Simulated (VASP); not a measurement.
# MgB2 (P6/mmm) in VASP: a series of runs

MgB2 is run at these levels: PBE; tasks: single point.

Everything below comes from runs of VASP 6.6.1. Logs are shortened: lines on timing, memory, paths and dates and some standing lists are left out, and cuts for length are marked.

### Step 1. The cell of the first run

It takes space group P6/mmm (No. 191, hexagonal). The conventional cell has a = 3.112 Å, b = 3.112 Å, c = 3.554 Å, α = 90.00°, β = 90.00°, γ = 120.00°. Within 3.3 Å of Mg (site symmetry 6/mmm) lie 12 B at 2.53 Å and 6 Mg at 3.11 Å. Within 2.4 Å of B (site symmetry -6m2) lie 3 B at 1.80 Å.

### Step 2. Single point, PBE

INCAR reads:

```
PREC = Accurate
ENCUT = 520
EDIFF = 1E-7
ISMEAR = 0
SIGMA = 0.1
LREAL = F
LASPH = T
NELM = 100
ALGO = Normal
ISIF = 2
LWAVE = F
LCHARG = F
GGA = PE
NBANDS = 11
```

KPOINTS reads:

```
regular mesh
0
Gamma
  10 10 8
```

POSCAR reads:

```
MgB2
1.0
    3.1121820173      0.0000000000      0.0000000000
   -1.5560910087      2.6952283143      0.0000000000
    0.0000000000      0.0000000000      3.5540412470
Mg B
1 2
Direct
    0.0000000000      0.0000000000      0.0000000000
    0.3333333333      0.6666666667      0.5000000000
    0.6666666667      0.3333333333      0.5000000000
```

Potentials or basis: VASP PAW PBE potentials, release 64 (Mg, B).

Command:

```sh
$ cat potpaw_PBE.64/Mg/POTCAR potpaw_PBE.64/B/POTCAR > POTCAR
$ mpirun -np 1 vasp_std > vasp.out
```

OUTCAR:

```text
PREC = Accurate
   ENCUT = 520
   EDIFF = 1E-7
   ISMEAR = 0
   LREAL = F
   LASPH = T
   NELM = 100
   ISIF = 2
   GGA = PE

 ion  position               nearest neighbor table
   1  0.000  0.000  0.000-   2 2.53   2 2.53   3 2.53   3 2.53   2 2.53   3 2.53   2 2.53   3 2.53
                             3 2.53   3 2.53   2 2.53   2 2.53
   2  0.333  0.667  0.500-   3 1.80   3 1.80   3 1.80   1 2.53   1 2.53   1 2.53   1 2.53   1 2.53
                             1 2.53
   3  0.667  0.333  0.500-   2 1.80   2 1.80   2 1.80   1 2.53   1 2.53   1 2.53   1 2.53   1 2.53
                             1 2.53

  LATTYP: Found a hexagonal cell.
 ALAT       =     3.1121820173
 C/A-ratio  =     1.1419773096

  Lattice vectors:

 A1 = (   3.1121820173,   0.0000000000,   0.0000000000)
 A2 = (  -1.5560910087,   2.6952283143,   0.0000000000)
 A3 = (   0.0000000000,   0.0000000000,   3.5540412470)

Analysis of symmetry for initial positions (statically):
=====================================================================
 Subroutine PRICEL returns:
 Original cell was already a primitive cell.

 Routine SETGRP: Setting up the symmetry group for a
 hexagonal supercell.

 Subroutine GETGRP returns: Found 24 space group operations
 (whereof 24 operations were pure point group operations)
 out of a pool of 24 trial point group operations.

The static configuration has the point symmetry D_6h.

Analysis of symmetry for dynamics (positions and initial velocities):
=====================================================================
 Subroutine PRICEL returns:
 Original cell was already a primitive cell.

 Routine SETGRP: Setting up the symmetry group for a
 hexagonal supercell.

 Subroutine GETGRP returns: Found 24 space group operations
 (whereof 24 operations were pure point group operations)
 out of a pool of 24 trial point group operations.

The dynamic configuration has the point symmetry D_6h.

 Subroutine INISYM returns: Found 24 space group operations
 (whereof 24 operations are pure point group operations),
 and found     1 'primitive' translations

----------------------------------------------------------------------------------------

                                     Primitive cell

  volume of cell :      29.8114

  direct lattice vectors                    reciprocal lattice vectors
     3.112182017  0.000000000  0.000000000     0.321317967  0.185513041  0.000000000
    -1.556091009  2.695228314  0.000000000     0.000000000  0.371026081  0.000000000
     0.000000000  0.000000000  3.554041247     0.000000000  0.000000000  0.281369835

  length of vectors
     3.112182017  3.112181694  3.554041247     0.371026043  0.371026081  0.281369835

  position of ions in fractional coordinates (direct lattice)
     0.000000000  0.000000000  0.000000000
     0.333333333  0.666666667  0.500000000
     0.666666667  0.333333333  0.500000000

  ion indices of the primitive-cell ions
   primitive index   ion index
                 1           1
                 2           2
                 3           3

----------------------------------------------------------------------------------------

 KPOINTS: regular mesh

Automatic generation of k-mesh.
 Grid dimensions read from file:
 generate k-points for:   10   10    8

 Generating k-lattice:

  Cartesian coordinates                     Fractional coordinates (reciprocal lattice)
     0.032131797  0.018551304  0.000000000     0.100000000  0.000000000  0.000000000
     0.000000000  0.037102608  0.000000000     0.000000000  0.100000000  0.000000000
     0.000000000  0.000000000  0.035171229     0.000000000  0.000000000  0.125000000

  Length of vectors
     0.037102604  0.037102608  0.035171229

  Shift w.r.t. Gamma in fractional coordinates (k-lattice)
     0.000000000  0.000000000  0.000000000

 Subroutine IBZKPT returns following result:
 ===========================================

 Found     70 irreducible k-points:

 Following reciprocal coordinates:
            Coordinates               Weight
  0.000000  0.000000  0.000000      1.000000
  0.100000  0.000000  0.000000      6.000000
  0.200000  0.000000  0.000000      6.000000
  0.300000  0.000000  0.000000      6.000000
  0.400000  0.000000  0.000000      6.000000
  0.500000  0.000000  0.000000      3.000000
[... 16 lines left out ...]
  0.300000  0.100000  0.125000     24.000000
  0.400000  0.100000  0.125000     24.000000
 [... further k-points ...]
   k-points           NKPTS =     70   k-points in BZ     NKDIM =     70   number of bands    NBANDS=     11
   number of dos      NEDOS =    301   number of ions     NIONS =      3
   total plane-waves  NPLWV =  16128
   dimension x,y,z NGX =    24 NGY =   24 NGZ =   28
   dimension x,y,z NGXF=    48 NGYF=   48 NGZF=   56
   ions per type =               1   2
   NGX,Y,Z   is equivalent  to a cutoff of  12.82, 12.82, 13.10 a.u.
   NGXF,Y,Z  is equivalent  to a cutoff of  25.64, 25.64, 26.19 a.u.
 SYSTEM =  unknown system
   PREC   = accura    normal or accurate (medium, high low for compatibility)
   ISTART =      0    job   : 0-new  1-cont  2-samecut
   ICHARG =      2    charge: 1-file 2-atom 10-const
   ISPIN  =      1    spin polarized calculation?
   LNONCOLLINEAR =      F non collinear calculations
   LSORBIT =      F    spin-orbit coupling
   LASPH  =      T    aspherical Exc in radial PAW
   ENCUT  =  520.0 eV  38.22 Ry    6.18 a.u.   5.79  5.79  6.61*2*pi/ulx,y,z
   NELM   =    100;   NELMIN=  2; NELMDL= -5     # of ELM steps
   EDIFF  = 0.1E-06   stopping-criterion for ELM
   LREAL  =      F    real-space projection
   EDIFFG = 0.1E-05   stopping-criterion for IOM
   NSW    =      0    number of steps for IOM
   IBRION =     -1    ionic relax: 0-MD 1-quasi-New 2-CG
   NFREE  =      0    steps in history (QN), initial steepest desc. (CG)
   ISIF   =      2    stress and relaxation
   ISYM   =      2    0-nonsym 1-usesym 2-fastsym
   POTIM  = 0.5000    time-step for ionic-motion
   TEBEG  =    0.0;   TEEND  =   0.0 temperature during run
   PSTRESS=    0.0 pullay stress
   NELECT =       8.0000    total number of electrons
   NUPDOWN=      -1.0000    fix difference up-down
   EMIN   =  10.00;   EMAX   =-10.00  energy-range for DOS
   EFERMI =   0.00;   METHOD = LEGACY
   ISMEAR =     0;   SIGMA  =   0.10  broadening in eV -4-tet -1-fermi 0-gaus
   EFERMI_NEDOS =   21; number of points for ismear=-14 and -15
   IALGO  =     38    algorithm
   IMIX   =      4    mixing-type and parameters
     AMIX     =   0.40;   BMIX     =  1.00
     AMIX_MAG =   1.60;   BMIX_MAG =  1.00
  volume/ion in A,a.u.               =       9.94        67.06
  Fermi-wavevector in a.u.,A,eV,Ry     =   1.055951  1.995458 15.170942  1.115033
  Thomas-Fermi vector in A             =   2.191169
   LORBIT       =      0    0 simple, 1 ext, 2 COOP (PROOUT), +10 PAW based schemes
   GGA     = PE    functional components
   LHFCALC =     F    Hartree Fock is set to
   AEXX    =    0.0000 exact exchange contribution
   IVDW    =     0    specifies the selected vdW correction
   LEPSILON=     F    determine dielectric tensor
   LRPA    =     F    only Hartree local field effects (RPA)
 non-spin polarized calculation
 Gauss-broadening in eV      SIGMA  =   0.10
  energy-cutoff  :      520.00
  volume of cell :       29.81
 maximum number of plane-waves:       816
 NGX is ok and might be reduce to    24
   NGX = 11   NGY = 11   NGZ = 13

 number of electron       8.0000000 magnetization

 Free energy of the ion-electron system (eV)
  ---------------------------------------------------
  ext. energy  EPLUGINS =         0.00000000
  ---------------------------------------------------
  free energy    TOTEN  =       -15.30778913 eV

  energy without entropy =      -15.30428833  energy(sigma->0) =      -15.30603873

 E-fermi :   5.1242     XC(G=0): -10.8075

 val. band max:        5.0960576056   @ k =   0.1000   0.0000   0.1250
 cond. band min:       5.1451502150   @ k =   0.3000   0.2000   0.0000
 fundamental gap:      0.0490926094
 Fermi energy:         5.1242324053

 k-point     1 :       0.0000    0.0000    0.0000
  band No.  band energies     occupation
      1      -7.1712      2.00000
      2       2.2017      2.00000
      3       5.4335      0.00001
      4       5.4335      0.00001
      5       6.6632      0.00000
      6      11.2743      0.00000
      7      11.2743      0.00000
      8      12.8709      0.00000
      9      14.7873      0.00000
     10      17.4557      0.00000
     11      20.9740      0.00000

 k-point     2 :       0.1000    0.0000    0.0000
  band No.  band energies     occupation
      1      -7.0005      2.00000
      2       2.3685      2.00000
      3       4.5862      2.00000
      4       5.0482      1.71800
      5       6.8209      0.00000
      6      11.1070      0.00000
      7      12.0016      0.00000
      8      13.2855      0.00000
      9      14.1997      0.00000
     10      18.3022      0.00000
     11      20.1442      0.00000

 k-point     3 :       0.2000    0.0000    0.0000
  band No.  band energies     occupation
      1      -6.4912      2.00000
      2       2.7525      2.00000
      3       2.8632      2.00000
      4       4.2793      2.00000
      5       7.2951      0.00000
      6      10.5400      0.00000
      7      12.6956      0.00000
      8      13.7722      0.00000
      9      14.0713      0.00000
     10      19.0071      0.00000
     11      19.3756      0.00000
[... 267 lines left out ...]
 k-point    23 :       0.3000    0.1000    0.1250
  band No.  band energies     occupation
      1      -4.8765      2.00000
      2      -0.1097      2.00000
      3       2.6352      2.00000
      4       3.3993      2.00000
      5       8.7308      0.00000
      6       9.8692      0.00000
      7      10.9085      0.00000
      8      13.9752      0.00000
      9      15.4371      0.00000
     10      16.7656      0.00000
     11      19.0213      0.00000

 k-point    24 :       0.4000    0.1000    0.1250
  band No.  band energies     occupation
      1      -3.6237      2.00000
      2      -1.8726      2.00000
      3       2.3083      2.00000
      4       4.4317      2.00000
      5       7.2539      0.00000
      6      10.1708      0.00000
      7      11.2498      0.00000
      8      13.0981      0.00000
      9      15.0293      0.00000
     10      18.1762      0.00000
     11      19.1078      0.00000

 [... further k-points ...]

------------------------ aborting loop because EDIFF is reached ----------------------------------------

  FORCE on cell =-STRESS in cart. coord.  units (eV):
  Direction    XX          YY          ZZ          XY          YZ          ZX
  --------------------------------------------------------------------------------------
  -------------------------------------------------------------------------------------
  Total       -0.9876287     -0.9876284     -0.7552331      0.0000000     -0.0000000      0.0000000
  in kB      -53.0788212    -53.0788064    -40.5890209      0.0000000     -0.0000000      0.0000000
  external PRESSURE =     -48.9155495 kB  Pullay stress =       0.0000000 kB

 VOLUME and BASIS-vectors are now :
 -----------------------------------------------------------------------------
  energy-cutoff  :      520.00
  volume of cell :       29.81
      direct lattice vectors                 reciprocal lattice vectors
     3.112182017  0.000000000  0.000000000     0.321317967  0.185513041  0.000000000
    -1.556091009  2.695228314  0.000000000     0.000000000  0.371026081  0.000000000
     0.000000000  0.000000000  3.554041247     0.000000000  0.000000000  0.281369835

 POSITION                                       TOTAL-FORCE (eV/Angst)
 -----------------------------------------------------------------------------------
      0.00000      0.00000      0.00000         0.000000      0.000000      0.000000
     -0.00000      1.79682      1.77702        -0.000000     -0.000000     -0.000000
      1.55609      0.89841      1.77702         0.000000      0.000000      0.000000
 -----------------------------------------------------------------------------------
    total drift:                                0.000000     -0.000000      0.000000

  FREE ENERGIE OF THE ION-ELECTRON SYSTEM (eV)
  ---------------------------------------------------
  free  energy   TOTEN  =       -15.3077891324 eV

  energy  without entropy=      -15.3042883288  energy(sigma->0) =      -15.30603873
```

Wall time 12 s (1 thread of AMD EPYC 9R45 (Zen 5), shared host); peak memory 0.13 GiB.

What came out:

```yaml
Free_energy: -15.3078 eV
Pressure: -4.9 GPa
Band_gap_on_the_k_mesh: zero (band 4 reaches 6.20 eV, above the bottom of band 5 at 3.79 eV)
```

### Step 3. Single point, PBE

This run uses another cell than the first one, of 10.20 Å³/atom, 1.026 times its volume.

INCAR reads:

```
SYSTEM = MgB2
ALGO     = Normal         ! electronic algorithm
EDIFF    = 1E-6           ! SCF threshold, eV
ENCUT    = 520            ! plane-wave cutoff, eV
GGA      = PE             ! functional
ISIF     = 2              ! what is computed and relaxed
ISMEAR   = 0              ! smearing method
LASPH    = .TRUE.         ! aspherical terms in the spheres
LCHARG   = .FALSE.        ! write CHGCAR
LREAL    = .FALSE.        ! projectors in reciprocal space
LWAVE    = .FALSE.        ! write WAVECAR
NBANDS   = 11             ! bands
NELM     = 60             ! most SCF steps
PREC     = Accurate       ! precision mode
SIGMA    = 0.1            ! smearing width, eV
```

KPOINTS reads:

```
k-points
0
G
  10 10 8
  0 0 0
```

POSCAR reads:

```
MgB2
1.0
    3.1388973328      0.0000000000      0.0000000000
   -1.5694486664      2.7183644529      0.0000000000
    0.0000000000      0.0000000000      3.5845495311
Mg B
1 2
Direct
    0.0000000000      0.0000000000      0.0000000000
    0.3333333333      0.6666666667      0.5000000000
    0.6666666667      0.3333333333      0.5000000000
```

Potentials or basis: VASP PAW PBE potentials, release 64 (Mg, B).

Command:

```sh
$ cat potpaw_PBE.64/Mg/POTCAR potpaw_PBE.64/B/POTCAR > POTCAR
$ mpirun -np 1 vasp_std > vasp.out
```

Run time: 11 s. Hardware: 1 thread of AMD EPYC 9R45 (Zen 5), shared host; peak memory 0.12 GiB.

It converged, with:

```yaml
Free_energy: -15.2763 eV
Pressure: -8.2 GPa
Band_gap_on_the_k_mesh: zero (band 4 reaches 6.01 eV, above the bottom of band 5 at 3.64 eV)
```

Stress tensor (GPa, compression positive):
```
-9.06  0.00  0.00
 0.00 -9.06  0.00
 0.00  0.00 -6.47
```

Levels at points of the mesh, in eV from the Fermi level:
| k point | band 2 | band 3 | band 4 | band 5 | band 6 | band 7 |
| --- | --- | --- | --- | --- | --- | --- |
| (0.00, 0.00, 0.00) | -2.87 | 0.29 | 0.29 | 1.47 | 6.04 | 6.04 |
| (0.50, 0.00, 0.00) | -7.65 | -2.14 | 0.19 | 2.92 | 3.69 | 5.03 |
| (0.00, 0.00, 0.50) | -7.22 | 0.65 | 0.65 | 6.40 | 6.40 | 7.59 |
| (0.50, 0.00, 0.50) | -6.77 | -3.47 | -1.85 | -1.31 | 5.31 | 8.25 |

[end of part 1 of 2]
